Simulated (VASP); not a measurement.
A run of VASP 6.6.1:

File INCAR:

```
PREC = Accurate
ENCUT = 520
EDIFF = 1E-6
ISMEAR = -1
SIGMA = 0.02
LREAL = False
LASPH = True
NELM = 150
ALGO = Normal
ISIF = 2
LWAVE = False
LCHARG = False
MAGMOM = 0 0 0
LORBIT = 11
LSORBIT = True
GGA_COMPAT = False
LORBMOM = True
LMAXMIX = 4
GGA = RP
NBANDS = 21
```

The input KPOINTS:

```
Automatic mesh
0
Gamma
  9 9 9
```

POSCAR

```
Pt
1.0
    0.0000000000      1.9738864712      1.9738864712
    1.9738864712      0.0000000000      1.9738864712
    1.9738864712      1.9738864712      0.0000000000
Pt
1
Direct
    0.0000000000      0.0000000000      0.0000000000
```

Potentials or basis: VASP PAW PBE potentials, release 64 (Pt).

Launch:

```console
$ cat potpaw_PBE.64/Pt/POTCAR > POTCAR
$ mpirun -np 1 vasp_ncl > vasp.out
```

Hardware: 1 thread of Intel Xeon 6975P-C, with other jobs on the host.

Question: How long does it take, and how much memory?

Answer: It took 22 s on 1 thread of Intel Xeon 6975P-C, with other jobs on the host, peak memory 0.2 GiB. Counts: scf iterations 12, k points 35.
